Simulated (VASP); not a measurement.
A run of VASP 6.6.1 is set up as follows.

INCAR

```
SYSTEM = Mo
  PREC = Accurate
  ENCUT = 520
  EDIFF = 1E-6
  ISMEAR = 0
  SIGMA = 0.15
  LREAL = .FALSE.
  LASPH = .TRUE.
  NELM = 80
  ALGO = Fast
  ISIF = 2
  LWAVE = .FALSE.
  LCHARG = .FALSE.
  GGA = PE
  NBANDS = 13
```

The input KPOINTS:

```
Automatic mesh
0
G
  22 22 22
  0 0 0
```

File POSCAR:

```
Mo
1.0
    0.0000000000      2.2449212964      1.7806715723
    2.2449212964      0.0000000000      1.7806715723
    2.2449212964      2.2449212964      0.0000000000
Mo
1
Direct
    0.0000000000      0.0000000000      0.0000000000
```

Potentials or basis: VASP PAW PBE potentials, release 64 (Mo_sv).

Run with:

```console
$ cat potpaw_PBE.64/Mo_sv/POTCAR > POTCAR
$ mpirun -np 1 vasp_std > vasp.out
```

(1) Estimate the pressure.

(2) Predict the band gap on the k mesh.

## Answers

(1) -23.6 GPa.

(2) zero (band 7 reaches 13.55 eV, above the bottom of band 8 at 9.65 eV).
